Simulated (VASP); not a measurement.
# ZnS (P6_3mc) in VASP: single point with HSE06

Aim: the single point of ZnS with HSE06.

Everything below comes from runs of VASP 6.6.1. Logs are shortened: lines on timing, memory, paths and dates and some standing lists are left out, and cuts for length are marked.

## Step 1: The cell of the first run

The structure is hexagonal, space group P6_3mc (No. 186). Conventional cell: a = 3.792 Å, b = 3.792 Å, c = 6.146 Å, α = 90.00°, β = 90.00°, γ = 120.00°. Zn (site symmetry 3m) has 4 S at 2.31 to 2.32 Å within 3.1 Å. S (site symmetry 3m) has 4 Zn at 2.31 to 2.32 Å within 3.1 Å.

## Step 2: Single point, HSE06

POSCAR

```
ZnS
1.0
    3.7917359680      0.0000000000      0.0000000000
   -1.8958679840      3.2837396727      0.0000000000
    0.0000000000      0.0000000000      6.1458895139
Zn S
2 2
Direct
    0.3333333333      0.6666666667     -0.0007752319
    0.6666666667      0.3333333333      0.4992247681
    0.3333333333      0.6666666667      0.3757752319
    0.6666666667      0.3333333333      0.8757752319
```

INCAR.step1

```
SYSTEM = ZnS
PREC = Accurate
ENCUT = 400
EDIFF = 1E-5
ISMEAR = 0
SIGMA = 0.01
LREAL = .FALSE.
LASPH = .TRUE.
NELM = 120
ALGO = Normal
ISIF = 2
LWAVE = .TRUE.
LCHARG = .FALSE.
NBANDS = 26
GGA = PE
GGA_COMPAT = .FALSE.
```

INCAR.step2

```
SYSTEM = ZnS
PREC = Accurate
ENCUT = 400
EDIFF = 1E-6
ISMEAR = 0
SIGMA = 0.01
LREAL = .FALSE.
LASPH = .TRUE.
NELM = 120
ALGO = Normal
ISIF = 2
LWAVE = .FALSE.
LCHARG = .FALSE.
GGA = PE
LHFCALC = .TRUE.
HFSCREEN = 0.2079
PRECFOCK = Normal
NBANDS = 26
ISTART = 1
GGA_COMPAT = .FALSE.
```

KPOINTS

```
regular mesh
0
G
  6 6 2
  0 0 0
```

Potentials or basis: VASP PAW PBE potentials, release 64 (Zn, S).

Command:

```
$ cat potpaw_PBE.64/Zn/POTCAR potpaw_PBE.64/S/POTCAR > POTCAR
$ cp INCAR.step1 INCAR
$ mpirun -np 1 vasp_std > vasp.out
$ cp INCAR.step2 INCAR
$ mpirun -np 1 vasp_std > vasp.out
```

OUTCAR:

```text
SYSTEM = ZnS
   PREC = Accurate
   ENCUT = 400
   EDIFF = 1E-6
   ISMEAR = 0
   LREAL = .FALSE.
   LASPH = .TRUE.
   NELM = 120
   ISIF = 2
   GGA = PE
   LHFCALC = .TRUE.
   HFSCREEN = 0.2079
   PRECFOCK = Normal
   ISTART = 1

 ion  position               nearest neighbor table
   1  0.333  0.667  0.999-   3 2.31   4 2.32   4 2.32   4 2.32
   2  0.667  0.333  0.499-   4 2.31   3 2.32   3 2.32   3 2.32
   3  0.333  0.667  0.376-   1 2.31   2 2.32   2 2.32   2 2.32
   4  0.667  0.333  0.876-   2 2.31   1 2.32   1 2.32   1 2.32

  LATTYP: Found a hexagonal cell.
 ALAT       =     3.7917359680
 C/A-ratio  =     1.6208643127

  Lattice vectors:

 A1 = (   3.7917359680,   0.0000000000,   0.0000000000)
 A2 = (  -1.8958679840,   3.2837396727,   0.0000000000)
 A3 = (   0.0000000000,   0.0000000000,   6.1458895139)

Analysis of symmetry for initial positions (statically):
=====================================================================
 Subroutine PRICEL returns:
 Original cell was already a primitive cell.

 Routine SETGRP: Setting up the symmetry group for a
 hexagonal supercell.

 Subroutine GETGRP returns: Found 12 space group operations
 (whereof  6 operations were pure point group operations)
 out of a pool of 24 trial point group operations.

The static configuration has the point symmetry C_3v.
 The point group associated with its full space group is C_6v.

Analysis of symmetry for dynamics (positions and initial velocities):
=====================================================================
 Subroutine PRICEL returns:
 Original cell was already a primitive cell.

 Routine SETGRP: Setting up the symmetry group for a
 hexagonal supercell.

 Subroutine GETGRP returns: Found 12 space group operations
 (whereof  6 operations were pure point group operations)
 out of a pool of 24 trial point group operations.

The dynamic configuration has the point symmetry C_3v.
 The point group associated with its full space group is C_6v.

 Subroutine INISYM returns: Found 12 space group operations
 (whereof  6 operations are pure point group operations),
 and found     1 'primitive' translations

----------------------------------------------------------------------------------------

                                     Primitive cell

  volume of cell :      76.5229

  direct lattice vectors                    reciprocal lattice vectors
     3.791735968  0.000000000  0.000000000     0.263731443  0.152265420  0.000000000
    -1.895867984  3.283739673  0.000000000     0.000000000  0.304530840  0.000000000
     0.000000000  0.000000000  6.145889514     0.000000000  0.000000000  0.162710377

  length of vectors
     3.791735968  3.791735968  6.145889514     0.304530840  0.304530840  0.162710377

  position of ions in fractional coordinates (direct lattice)
     0.333333333  0.666666667  0.999224768
     0.666666667  0.333333333  0.499224768
     0.333333333  0.666666667  0.375775232
     0.666666667  0.333333333  0.875775232

  ion indices of the primitive-cell ions
   primitive index   ion index
                 1           1
                 2           2
                 3           3
                 4           4

----------------------------------------------------------------------------------------

 KPOINTS: regular mesh

Automatic generation of k-mesh.
 Grid dimensions read from file:
 generate k-points for:    6    6    2

 Generating k-lattice:

  Cartesian coordinates                     Fractional coordinates (reciprocal lattice)
     0.043955241  0.025377570  0.000000000     0.166666667  0.000000000  0.000000000
     0.000000000  0.050755140  0.000000000     0.000000000  0.166666667  0.000000000
     0.000000000  0.000000000  0.081355189     0.000000000  0.000000000  0.500000000

  Length of vectors
     0.050755140  0.050755140  0.081355189

  Shift w.r.t. Gamma in fractional coordinates (k-lattice)
     0.000000000  0.000000000  0.000000000

 Subroutine IBZKPT returns following result:
 ===========================================

 Found     14 irreducible k-points:

 Following reciprocal coordinates:
            Coordinates               Weight
  0.000000  0.000000  0.000000      1.000000
  0.166667 -0.000000  0.000000      6.000000
  0.333333  0.000000  0.000000      6.000000
  0.500000  0.000000  0.000000      3.000000
  0.166667  0.166667  0.000000      6.000000
  0.333333  0.166667  0.000000     12.000000
  0.333333  0.333333  0.000000      2.000000
  0.000000  0.000000  0.500000      1.000000
  0.166667 -0.000000  0.500000      6.000000
  0.333333  0.000000  0.500000      6.000000
  0.500000  0.000000  0.500000      3.000000
  0.166667  0.166667  0.500000      6.000000
  0.333333  0.166667  0.500000     12.000000
  0.333333  0.333333  0.500000      2.000000
   k-points           NKPTS =     14   k-points in BZ     NKDIM =     72   number of bands    NBANDS=     26
   number of dos      NEDOS =    301   number of ions     NIONS =      4
   total plane-waves  NPLWV =  31360
   dimension x,y,z NGX =    28 NGY =   28 NGZ =   40
   dimension x,y,z NGXF=    56 NGYF=   56 NGZF=   80
   ions per type =               2   2
   NGX,Y,Z   is equivalent  to a cutoff of  12.28, 12.28, 10.82 a.u.
   NGXF,Y,Z  is equivalent  to a cutoff of  24.55, 24.55, 21.64 a.u.
 SYSTEM =  ZnS
   PREC   = accura    normal or accurate (medium, high low for compatibility)
   ISTART =      1    job   : 0-new  1-cont  2-samecut
   ICHARG =      0    charge: 1-file 2-atom 10-const
   ISPIN  =      1    spin polarized calculation?
   LNONCOLLINEAR =      F non collinear calculations
   LSORBIT =      F    spin-orbit coupling
   LASPH  =      T    aspherical Exc in radial PAW
   ENCUT  =  400.0 eV  29.40 Ry    5.42 a.u.   6.18  6.18 10.02*2*pi/ulx,y,z
   NELM   =    120;   NELMIN=  2; NELMDL=  0     # of ELM steps
   EDIFF  = 0.1E-05   stopping-criterion for ELM
   LREAL  =      F    real-space projection
   EDIFFG = 0.1E-04   stopping-criterion for IOM
   NSW    =      0    number of steps for IOM
   IBRION =     -1    ionic relax: 0-MD 1-quasi-New 2-CG
   NFREE  =      0    steps in history (QN), initial steepest desc. (CG)
   ISIF   =      2    stress and relaxation
   ISYM   =      3    0-nonsym 1-usesym 2-fastsym
   POTIM  = 0.5000    time-step for ionic-motion
   TEBEG  =    0.0;   TEEND  =   0.0 temperature during run
   PSTRESS=    0.0 pullay stress
   NELECT =      36.0000    total number of electrons
   NUPDOWN=      -1.0000    fix difference up-down
   EMIN   =  10.00;   EMAX   =-10.00  energy-range for DOS
   EFERMI =   0.00;   METHOD = LEGACY
   ISMEAR =     0;   SIGMA  =   0.01  broadening in eV -4-tet -1-fermi 0-gaus
   EFERMI_NEDOS =   21; number of points for ismear=-14 and -15
   IALGO  =     38    algorithm
   IMIX   =      1    mixing-type and parameters
     AMIX     =   0.40;   BMIX     =  1.00
     AMIX_MAG =   1.60;   BMIX_MAG =  1.00
  volume/ion in A,a.u.               =      19.13       129.10
  Fermi-wavevector in a.u.,A,eV,Ry     =   1.273245  2.406083 22.057106  1.621152
  Thomas-Fermi vector in A             =   2.406079
   LORBIT       =      0    0 simple, 1 ext, 2 COOP (PROOUT), +10 PAW based schemes
   GGA     = PE    functional components
   LHFCALC =     T    Hartree Fock is set to
   PRECFOCK=normal    Normal, Fast or Accurate (Low or Medium for compatibility)
   ENCUT4O =  -1.0   cutoff for four orbital integrals eV
   NKREDX  =     1    reduce k-point grid by
   NKREDY  =     1    reduce k-point grid by
   NKREDZ  =     1    reduce k-point grid by
   AEXX    =    0.2500 exact exchange contribution
   HFSCREEN=    0.2079 screening length (either q_TF or 0.3 A-1)
   HFSCREENC=   0.2079 screening length for correlation (either q_TF or 0.3 A-1)
   ENCUTFOCK=  -1.0 apply spherical cutoff to Coloumb kernel
   IVDW    =     0    specifies the selected vdW correction
   LEPSILON=     F    determine dielectric tensor
   LRPA    =     F    only Hartree local field effects (RPA)
 non-spin polarized calculation
 Gauss-broadening in eV      SIGMA  =   0.01
  energy-cutoff  :      400.00
  volume of cell :       76.52
 maximum number of plane-waves:      1404
 NGX is ok and might be reduce to    28
  NGX = 20; NGY = 20; NGZ = 32

 number of electron      36.0000007 magnetization

 Free energy of the ion-electron system (eV)
  ---------------------------------------------------
  ext. energy  EPLUGINS =         0.00000000
  ---------------------------------------------------
  free energy    TOTEN  =       -16.69930615 eV

  energy without entropy =      -16.69930615  energy(sigma->0) =      -16.69930615

 E-fermi :   1.7447     XC(G=0):  -8.0804

 val. band max:        1.6724941491   @ k =   0.0000   0.0000   0.0000
 cond. band min:       5.2559828914   @ k =   0.0000   0.0000   0.0000
 fundamental gap:      3.5834887424
 Fermi energy:         1.7446686756

 k-point     1 :       0.0000    0.0000    0.0000
  band No.  band energies     occupation
      1     -12.8941      2.00000
      2     -11.8177      2.00000
      3      -6.2692      2.00000
      4      -6.2599      2.00000
      5      -6.2599      2.00000
      6      -6.1776      2.00000
[... 18 lines left out ...]
     25      10.7211      0.00000
     26      12.5766      0.00000

 k-point     2 :       0.1667   -0.0000    0.0000
  band No.  band energies     occupation
      1     -12.6898      2.00000
      2     -11.7126      2.00000
      3      -6.2545      2.00000
      4      -6.2254      2.00000
      5      -6.2249      2.00000
      6      -6.1439      2.00000
[... 18 lines left out ...]
     25      11.1978      0.00000
     26      11.6092      0.00000

 k-point     3 :       0.3333    0.0000    0.0000
  band No.  band energies     occupation
      1     -12.2007      2.00000
      2     -11.5289      2.00000
      3      -6.2141      2.00000
      4      -6.1703      2.00000
      5      -6.1254      2.00000
      6      -6.0213      2.00000
[... 282 lines left out ...]
 k-point    13 :       0.3333    0.1667    0.5000
  band No.  band energies     occupation
      1     -11.6719      2.00000
      2     -11.6719      2.00000
      3      -6.1543      2.00000
      4      -6.1543      2.00000
      5      -6.0696      2.00000
      6      -6.0696      2.00000
[... 18 lines left out ...]
     25      12.2447      0.00000
     26      12.2447      0.00000

 k-point    14 :       0.3333    0.3333    0.5000
  band No.  band energies     occupation
      1     -11.5720      2.00000
      2     -11.5720      2.00000
      3      -6.1100      2.00000
      4      -6.1100      2.00000
      5      -6.0796      2.00000
      6      -6.0796      2.00000
[... 18 lines left out ...]
     25      12.7016      0.00000
     26      12.7016      0.00000

------------------------ aborting loop because EDIFF is reached ----------------------------------------

  FORCE on cell =-STRESS in cart. coord.  units (eV):
  Direction    XX          YY          ZZ          XY          YZ          ZX
  --------------------------------------------------------------------------------------
  -------------------------------------------------------------------------------------
  Total        1.3692436      1.3692436      1.9409413      0.0000000      0.0000000      0.0000000
  in kB       28.6681559     28.6681559     40.6379163      0.0000000      0.0000000      0.0000000
  external PRESSURE =      32.6580760 kB  Pullay stress =       0.0000000 kB

 VOLUME and BASIS-vectors are now :
 -----------------------------------------------------------------------------
  energy-cutoff  :      400.00
  volume of cell :       76.52
      direct lattice vectors                 reciprocal lattice vectors
     3.791735968  0.000000000  0.000000000     0.263731443  0.152265420  0.000000000
    -1.895867984  3.283739673  0.000000000     0.000000000  0.304530840  0.000000000
     0.000000000  0.000000000  6.145889514     0.000000000  0.000000000  0.162710377

 POSITION                                       TOTAL-FORCE (eV/Angst)
 -----------------------------------------------------------------------------------
     -0.00000      2.18916      6.14113        -0.000000      0.000000     -0.004875
      1.89587      1.09458      3.06818         0.000000      0.000000     -0.004875
     -0.00000      2.18916      2.30947         0.000000     -0.000000      0.004875
      1.89587      1.09458      5.38242         0.000000      0.000000      0.004875
 -----------------------------------------------------------------------------------
    total drift:                               -0.000001     -0.000003     -0.001631

  FREE ENERGIE OF THE ION-ELECTRON SYSTEM (eV)
  ---------------------------------------------------
  free  energy   TOTEN  =       -16.6993061548 eV

  energy  without entropy=      -16.6993061548  energy(sigma->0) =      -16.69930615
```

Wall time 55 min (1 thread of Intel Xeon Platinum 8488C (Sapphire Rapids), shared host); peak memory 0.29 GiB.

Results:

```
Free energy            : -16.6993 eV
Pressure               : 3.3 GPa
Largest force          : 0.005 eV/Å
Band gap on the k mesh : 3.58 eV
```

Forces on the atoms (eV/Å):
```
Zn   0.000  0.000 -0.005
Zn   0.000  0.000 -0.005
S    0.000  0.000  0.005
S    0.000  0.000  0.005
```

Levels at points of the mesh, in eV from the valence-band top:
```csv
k point,band 15,band 16,band 17,band 18,band 19,band 20,band 21,band 22
"(0.00, 0.00, 0.00)",-1.02,-0.03,0.00,0.00,3.58,4.28,7.53,7.53
"(0.50, 0.00, 0.00)",-3.60,-2.50,-1.84,-0.98,4.70,5.64,6.24,8.17
"(0.00, 0.00, 0.50)",-0.54,-0.54,-0.54,-0.54,4.86,4.86,7.99,7.99
"(0.50, 0.00, 0.50)",-1.80,-1.80,-1.73,-1.73,4.72,4.72,6.42,6.42
```

Caveat: the k points lie up to 0.51 Å⁻¹ apart; the PAW data sets were made with another functional, which shifts forces and pressure a little.
